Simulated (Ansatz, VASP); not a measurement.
**One calculation of CdF2, two programs**

Contents of INCAR:

```
  ALGO = Normal
  EDIFF = 1E-7
  ENCUT = 520
  GGA = PE
  ISIF = 2
  ISMEAR = 0
  LASPH = True
  LCHARG = False
  LREAL = False
  LWAVE = False
  NBANDS = 20
  NELM = 100
  PREC = Accurate
  SIGMA = 0.05
```

KPOINTS

```
k-points
0
Gamma
  8 8 8
```

Contents of POSCAR:

```
CdF2
1.0
    0.0000000000      2.6940000000      2.6940000000
    2.6940000000      0.0000000000      2.6940000000
    2.6940000000      2.6940000000      0.0000000000
Cd F
1 2
Direct
    0.0120549193      0.0120549193      0.0120549193
    0.2500000000      0.2500000000      0.2500000000
    0.7500000000      0.7500000000      0.7500000000
```

Input for Ansatz:

```yaml
crystal:
  lattice:
    - [0.0, 2.694, 2.694]
    - [2.694, 0.0, 2.694]
    - [2.694, 2.694, 0.0]
  atoms:
    - { symbol: Cd, position: [0.0120549193, 0.0120549193, 0.0120549193] }
    - { symbol: F, position: [0.25, 0.25, 0.25] }
    - { symbol: F, position: [0.75, 0.75, 0.75] }
basis:
  ecutwfc: 420
kpoints:
  mp_grid: { grid: [8, 8, 8] }
hamiltonian:
  xc: pbe
scf:
  occupations: { method: gaussian, width: 0.05 }
output:
  forces: true
  stress: true
  eigenvalues: true
  write_density: true
  write_potential: true
  elf: true
  volumetric_format: npy
```

Change from the starting cell: all Cd atoms moved +0.113 Å, as atom 1 along Cartesian [1 1 1].

Alike in both runs: task single point; functional PBE; k mesh 8 × 8 × 8; occupations gaussian, width 0.05 eV; no spin polarisation.

|  | VASP | Ansatz |
| --- | --- | --- |
| version | VASP 6.6.1 | Ansatz 0.2.0 |
| potentials or method | VASP PAW PBE potentials, release 64 (Cd, F), cutoff 520 eV | scalar-relativistic, plane waves, PAW |
| valence electrons in the cell | 26 | 34 |

```csv
,VASP,Ansatz,Ansatz less VASP
gap on the k mesh at the Fermi level (eV),3.08,3.12,+0.034
least direct gap on the mesh (eV),3.58,3.61,+0.031
pressure (GPa),6.9,6.2,-0.78
"traceless stress, the component that is largest in VASP (GPa)",0.49,0.45,-0.042
rms of the force components (eV/Å),0.292,0.264,-0.0277
```

Atom by atom the forces differ by 0.028 eV/Å (rms over components). With one functional, cell and mesh, what is left measures potentials, basis and numerics. VASP's potentials hold 26 valence electrons a cell and Ansatz's 34, so a difference there can come from the potentials and not from the codes.
